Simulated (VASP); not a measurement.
# Al (I4/mmm) in VASP: a series of runs

Al is run at these levels: LDA; tasks: single point.

All numbers are computed with VASP 6.6.1; they aren't measurements. Logs are shortened: lines on timing, memory, paths and dates and some standing lists are left out, and cuts for length are marked.

## Step 1: The cell of the first run

It takes space group I4/mmm (No. 139, tetragonal). Conventional cell: a = 3.103 Å, b = 3.103 Å, c = 3.342 Å, α = 90.00°, β = 90.00°, γ = 90.00°. Al (site symmetry 4/mmm) has 14 Al at 2.76 to 3.34 Å within 3.6 Å.

## Step 2: Single point, LDA (strain -0.025 along x and y, +0.050 along z)

Input file INCAR:

```
PREC = Accurate ; ENCUT = 520
EDIFF = 1E-6 ; ISMEAR = 0
SIGMA = 0.15 ; LREAL = F
LASPH = T ; NELM = 100
ALGO = Fast ; ISIF = 2
LWAVE = F ; LCHARG = F
GGA = CA ; NBANDS = 8
```

Input file KPOINTS:

```
regular mesh
0
Gamma
  20 20 20
```

Input file POSCAR:

```
Al
1.0
   -1.5514382228      1.5514382228      1.6707796245
    1.5514382228     -1.5514382228      1.6707796245
    1.5514382228      1.5514382228     -1.6707796245
Al
1
Direct
    0.0000000000      0.0000000000      0.0000000000
```

Potentials or basis: VASP PAW LDA potentials, release 64 (Al).

Run with:

```
$ cat potpaw_LDA.64/Al/POTCAR > POTCAR
$ mpirun -np 1 vasp_std > vasp.out
```

OUTCAR:

```text
PREC = Accurate
   ENCUT = 520
   EDIFF = 1E-6
   ISMEAR = 0
   LREAL = F
   LASPH = T
   NELM = 100
   ISIF = 2
   GGA = CA

 ion  position               nearest neighbor table
   1  0.000  0.000  0.000-

  LATTYP: Found a body centered tetragonal cell.
 ALAT       =     3.1028764456
 C/A-ratio  =     1.0769230769

  Lattice vectors:

 A1 = (  -1.5514382228,   1.5514382228,   1.6707796245)
 A2 = (   1.5514382228,  -1.5514382228,   1.6707796245)
 A3 = (   1.5514382228,   1.5514382228,  -1.6707796245)

Analysis of symmetry for initial positions (statically):
=====================================================================
 Subroutine PRICEL returns:
 Original cell was already a primitive cell.

 Routine SETGRP: Setting up the symmetry group for a
 body centered tetragonal supercell.

 Subroutine GETGRP returns: Found 16 space group operations
 (whereof 16 operations were pure point group operations)
 out of a pool of 16 trial point group operations.

The static configuration has the point symmetry D_4h.

Analysis of symmetry for dynamics (positions and initial velocities):
=====================================================================
 Subroutine PRICEL returns:
 Original cell was already a primitive cell.

 Routine SETGRP: Setting up the symmetry group for a
 body centered tetragonal supercell.

 Subroutine GETGRP returns: Found 16 space group operations
 (whereof 16 operations were pure point group operations)
 out of a pool of 16 trial point group operations.

The dynamic configuration has the point symmetry D_4h.

 Subroutine INISYM returns: Found 16 space group operations
 (whereof 16 operations are pure point group operations),
 and found     1 'primitive' translations

----------------------------------------------------------------------------------------

                                     Primitive cell

  volume of cell :      16.0860

  direct lattice vectors                    reciprocal lattice vectors
    -1.551438223  1.551438223  1.670779624     0.000000000  0.322281605  0.299261490
     1.551438223 -1.551438223  1.670779624     0.322281605  0.000000000  0.299261490
     1.551438223  1.551438223 -1.670779624     0.322281605  0.322281605  0.000000000

  length of vectors
     2.757793624  2.757793624  2.757793624     0.439798672  0.439798672  0.455775016

  position of ions in fractional coordinates (direct lattice)
     0.000000000  0.000000000  0.000000000

  ion indices of the primitive-cell ions
   primitive index   ion index
                 1           1

----------------------------------------------------------------------------------------

 KPOINTS: regular mesh

Automatic generation of k-mesh.
 Grid dimensions read from file:
 generate k-points for:   20   20   20

 Generating k-lattice:

  Cartesian coordinates                     Fractional coordinates (reciprocal lattice)
     0.000000000  0.016114080  0.014963075     0.050000000  0.000000000  0.000000000
     0.016114080  0.000000000  0.014963075     0.000000000  0.050000000  0.000000000
     0.016114080  0.016114080  0.000000000     0.000000000  0.000000000  0.050000000

  Length of vectors
     0.021989934  0.021989934  0.022788751

  Shift w.r.t. Gamma in fractional coordinates (k-lattice)
     0.000000000  0.000000000  0.000000000

 Subroutine IBZKPT returns following result:
 ===========================================

 Found    641 irreducible k-points:

 Following reciprocal coordinates:
            Coordinates               Weight
  0.000000  0.000000  0.000000      1.000000
  0.050000  0.000000 -0.000000      8.000000
  0.100000  0.000000 -0.000000      8.000000
  0.150000  0.000000 -0.000000      8.000000
  0.200000  0.000000 -0.000000      8.000000
  0.250000  0.000000 -0.000000      8.000000
[... 16 lines left out ...]
 -0.400000  0.050000  0.000000     16.000000
 -0.350000  0.050000  0.000000     16.000000
 [... further k-points ...]
   k-points           NKPTS =    641   k-points in BZ     NKDIM =    641   number of bands    NBANDS=      8
   number of dos      NEDOS =    301   number of ions     NIONS =      1
   total plane-waves  NPLWV =  13824
   dimension x,y,z NGX =    24 NGY =   24 NGZ =   24
   dimension x,y,z NGXF=    48 NGYF=   48 NGZF=   48
   ions per type =               1
   NGX,Y,Z   is equivalent  to a cutoff of  14.47, 14.47, 14.47 a.u.
   NGXF,Y,Z  is equivalent  to a cutoff of  28.94, 28.94, 28.94 a.u.
 SYSTEM =  unknown system
   PREC   = accura    normal or accurate (medium, high low for compatibility)
   ISTART =      0    job   : 0-new  1-cont  2-samecut
   ICHARG =      2    charge: 1-file 2-atom 10-const
   ISPIN  =      1    spin polarized calculation?
   LNONCOLLINEAR =      F non collinear calculations
   LSORBIT =      F    spin-orbit coupling
   LASPH  =      T    aspherical Exc in radial PAW
   ENCUT  =  520.0 eV  38.22 Ry    6.18 a.u.   5.13  5.13  5.13*2*pi/ulx,y,z
   NELM   =    100;   NELMIN=  2; NELMDL= -5     # of ELM steps
   EDIFF  = 0.1E-05   stopping-criterion for ELM
   LREAL  =      F    real-space projection
[... 7 lines left out ...]
   TEBEG  =    0.0;   TEEND  =   0.0 temperature during run
   PSTRESS=    0.0 pullay stress
   NELECT =       3.0000    total number of electrons
   NUPDOWN=      -1.0000    fix difference up-down
   EMIN   =  10.00;   EMAX   =-10.00  energy-range for DOS
   EFERMI =   0.00;   METHOD = LEGACY
   ISMEAR =     0;   SIGMA  =   0.15  broadening in eV -4-tet -1-fermi 0-gaus
   EFERMI_NEDOS =   21; number of points for ismear=-14 and -15
   IALGO  =     68    algorithm
   IMIX   =      4    mixing-type and parameters
     AMIX     =   0.40;   BMIX     =  1.00
     AMIX_MAG =   1.60;   BMIX_MAG =  1.00
  volume/ion in A,a.u.               =      16.09       108.55
  Fermi-wavevector in a.u.,A,eV,Ry     =   0.935332  1.767522 11.903006  0.874846
  Thomas-Fermi vector in A             =   2.062229
   LORBIT       =      0    0 simple, 1 ext, 2 COOP (PROOUT), +10 PAW based schemes
   GGA     = CA    functional components
   LHFCALC =     F    Hartree Fock is set to
   AEXX    =    0.0000 exact exchange contribution
   IVDW    =     0    specifies the selected vdW correction
   LEPSILON=     F    determine dielectric tensor
   LRPA    =     F    only Hartree local field effects (RPA)
 non-spin polarized calculation
 RMM-DIIS sequential band-by-band and
 Gauss-broadening in eV      SIGMA  =   0.15
  energy-cutoff  :      520.00
  volume of cell :       16.09
 maximum number of plane-waves:       450
 NGX is ok and might be reduce to    24
   NGX = 11   NGY = 11   NGZ = 11

 number of electron       3.0000000 magnetization

 Free energy of the ion-electron system (eV)
  ---------------------------------------------------
  ext. energy  EPLUGINS =         0.00000000
  ---------------------------------------------------
  free energy    TOTEN  =        -4.10186711 eV

  energy without entropy =       -4.09735767  energy(sigma->0) =       -4.09961239

 E-fermi :   8.0423     XC(G=0): -10.4411

 val. band max:        8.0360963159   @ k =   0.3500   0.2500   0.1500
 cond. band min:       8.0461788580   @ k =   0.5000   0.3000   0.0500
 fundamental gap:      0.0100825421
 Fermi energy:         8.0422594699

 k-point     1 :       0.0000    0.0000    0.0000
  band No.  band energies     occupation
      1      -3.2147      2.00000
      2      20.9245      0.00000
      3      20.9245      0.00000
      4      22.4428      0.00000
      5      22.5990      0.00000
      6      22.9082      0.00000
      7      22.9082      0.00000
      8      23.5175      0.00000

 k-point     2 :       0.0500    0.0000   -0.0000
  band No.  band energies     occupation
      1      -3.1433      2.00000
      2      19.9616      0.00000
      3      20.5376      0.00000
      4      22.0868      0.00000
      5      22.3304      0.00000
      6      22.9358      0.00000
      7      23.6007      0.00000
      8      23.6204      0.00000

 k-point     3 :       0.1000    0.0000   -0.0000
  band No.  band energies     occupation
      1      -2.9292      2.00000
      2      18.1108      0.00000
      3      19.8110      0.00000
      4      21.3124      0.00000
      5      21.7180      0.00000
      6      23.2232      0.00000
      7      23.6525      0.00000
      8      24.6349      0.00000

 k-point     4 :       0.1500    0.0000   -0.0000
  band No.  band energies     occupation
      1      -2.5732      2.00000
      2      16.0707      0.00000
      3      19.0817      0.00000
      4      20.4591      0.00000
      5      21.1077      0.00000
      6      22.7714      0.00000
      7      24.0221      0.00000
      8      24.7004      0.00000

 k-point     5 :       0.2000    0.0000   -0.0000
  band No.  band energies     occupation
      1      -2.0764      2.00000
      2      14.0328      0.00000
      3      18.4318      0.00000
      4      19.6354      0.00000
      5      20.5328      0.00000
      6      22.1220      0.00000
      7      24.3550      0.00000
      8      25.2517      0.00000
[... 177 lines left out ...]
 k-point    22 :      -0.4500    0.0500    0.0000
  band No.  band energies     occupation
      1       1.9488      2.00000
      2       5.9519      2.00000
      3      15.9459      0.00000
      4      16.9151      0.00000
      5      19.5305      0.00000
      6      20.6648      0.00000
      7      25.9215      0.00000
      8      30.0849      0.00000

 k-point    23 :      -0.4000    0.0500    0.0000
  band No.  band energies     occupation
      1       0.8394      2.00000
      2       7.5491      2.00000
      3      16.2827      0.00000
      4      17.0576      0.00000
      5      19.8374      0.00000
      6      20.7843      0.00000
      7      25.1969      0.00000
      8      29.3020      0.00000

 k-point    24 :      -0.3500    0.0500    0.0000
  band No.  band energies     occupation
      1      -0.1403      2.00000
      2       9.2631      0.00000
      3      16.7408      0.00000
      4      17.3190      0.00000
      5      20.2431      0.00000
      6      21.0076      0.00000
      7      24.5909      0.00000
      8      28.3143      0.00000

 [... further k-points ...]
[... 5 lines left out ...]
  --------------------------------------------------------------------------------------
  -------------------------------------------------------------------------------------
  Total       -0.0670704     -0.0670704      0.2999874      0.0000000      0.0000000      0.0000000
  in kB       -6.6802619     -6.6802619     29.8789614      0.0000000      0.0000000      0.0000000
  external PRESSURE =       5.5061458 kB  Pullay stress =       0.0000000 kB

 VOLUME and BASIS-vectors are now :
 -----------------------------------------------------------------------------
  energy-cutoff  :      520.00
  volume of cell :       16.09
      direct lattice vectors                 reciprocal lattice vectors
    -1.551438223  1.551438223  1.670779624     0.000000000  0.322281605  0.299261490
     1.551438223 -1.551438223  1.670779624     0.322281605  0.000000000  0.299261490
     1.551438223  1.551438223 -1.670779624     0.322281605  0.322281605  0.000000000

 POSITION                                       TOTAL-FORCE (eV/Angst)
 -----------------------------------------------------------------------------------
      0.00000      0.00000      0.00000        -0.000000     -0.000000      0.000000
 -----------------------------------------------------------------------------------
    total drift:                                0.000000      0.000000      0.000000

  FREE ENERGIE OF THE ION-ELECTRON SYSTEM (eV)
  ---------------------------------------------------
  free  energy   TOTEN  =        -4.1018671078 eV

  energy  without entropy=       -4.0973576732  energy(sigma->0) =       -4.09961239
```

Wall time 1.8 min (1 thread of AMD EPYC 7R13, shared host); peak memory 0.15 GiB.

What came out:

```
Free energy            : -4.1019 eV
Pressure               : 0.6 GPa
Band gap on the k mesh : zero (an odd number of electrons rules out a gap without spin polarisation)
```

Stress tensor (GPa, compression positive):
```
-0.67  0.00  0.00
 0.00 -0.67  0.00
 0.00  0.00  2.99
```

Caveat: the cell differs from its parent crystal (strain -0.025 along x and y, +0.050 along z).

## Step 3: Single point, LDA (strain +0.025 along x and y, -0.050 along z)

Input file INCAR:

```
ALGO = Normal
EDIFF = 1E-6
ENCUT = 520
ISIF = 2
ISMEAR = 0
LASPH = True
LCHARG = False
LREAL = False
LWAVE = False
NBANDS = 8
NELM = 80
PREC = Accurate
SIGMA = 0.15
```

Input file KPOINTS:

```
k-points
0
Gamma
  20 20 20
```

Input file POSCAR:

```
Al
1.0
   -1.6309991572      1.6309991572      1.5116577555
    1.6309991572     -1.6309991572      1.5116577555
    1.6309991572      1.6309991572     -1.5116577555
Al
1
Direct
    0.0000000000      0.0000000000      0.0000000000
```

Potentials or basis: VASP PAW LDA potentials, release 64 (Al).

Run with:

```
$ cat potpaw_LDA.64/Al/POTCAR > POTCAR
$ mpirun -np 1 vasp_std > vasp.out
```

OUTCAR:

```text
EDIFF = 1E-6
   ENCUT = 520
   ISIF = 2
   ISMEAR = 0
   LASPH = True
   LREAL = False
   NELM = 80
   PREC = Accurate

 ion  position               nearest neighbor table
   1  0.000  0.000  0.000-

  LATTYP: Found a body centered tetragonal cell.
 ALAT       =     3.2619983144
 C/A-ratio  =     0.9268292683

  Lattice vectors:

 A1 = (  -1.6309991572,   1.6309991572,   1.5116577555)
 A2 = (   1.6309991572,  -1.6309991572,   1.5116577555)
 A3 = (   1.6309991572,   1.6309991572,  -1.5116577555)

[... 434 lines left out ...]
  band No.  band energies     occupation
      1      -0.0614      2.00000
      2      10.0415      0.00000
      3      15.1870      0.00000
      4      17.1713      0.00000
      5      18.6364      0.00000
      6      21.0626      0.00000
      7      27.4225      0.00000
      8      27.8531      0.00000

 [... further k-points ...]
[... 5 lines left out ...]
  --------------------------------------------------------------------------------------
  -------------------------------------------------------------------------------------
  Total        0.1271017      0.1271017     -0.0809432      0.0000000     -0.0000000      0.0000000
  in kB       12.6602124     12.6602124     -8.0625018      0.0000000     -0.0000000      0.0000000
  external PRESSURE =       5.7526410 kB  Pullay stress =       0.0000000 kB

 VOLUME and BASIS-vectors are now :
 -----------------------------------------------------------------------------
  energy-cutoff  :      520.00
  volume of cell :       16.08
      direct lattice vectors                 reciprocal lattice vectors
    -1.630999157  1.630999157  1.511657755     0.000000000  0.306560551  0.330762700
     1.630999157 -1.630999157  1.511657755     0.306560551  0.000000000  0.330762700
     1.630999157  1.630999157 -1.511657755     0.306560551  0.306560551  0.000000000

 POSITION                                       TOTAL-FORCE (eV/Angst)
 -----------------------------------------------------------------------------------
      0.00000      0.00000      0.00000         0.000000     -0.000000      0.000000
 -----------------------------------------------------------------------------------
    total drift:                               -0.000000      0.000000      0.000000

  FREE ENERGIE OF THE ION-ELECTRON SYSTEM (eV)
  ---------------------------------------------------
  free  energy   TOTEN  =        -4.0997745666 eV

  energy  without entropy=       -4.0950975590  energy(sigma->0) =       -4.09743606
```

stdout:

```text
POSCAR found type information on POSCAR Al
 POSCAR found :  1 types and       1 ions
 scaLAPACK will be used
 LDA part: xc-table for (Slater(with rela. corr.)+CA(PZ))
 , standard interpolation
 POSCAR, INCAR and KPOINTS ok, starting setup
 FFT: planning ... GRIDC
 FFT: planning ... GRID_SOFT
 FFT: planning ... GRID
 WAVECAR not read
 entering main loop
```

Wall time 82 s (1 thread of AMD EPYC 7R13, shared host); peak memory 0.15 GiB.

What came out:

- Free energy: -4.0998 eV
- Pressure: 0.6 GPa
- Band gap on the k mesh: zero (an odd number of electrons rules out a gap without spin polarisation)

Caveat: the cell differs from its parent crystal (strain +0.025 along x and y, -0.050 along z).
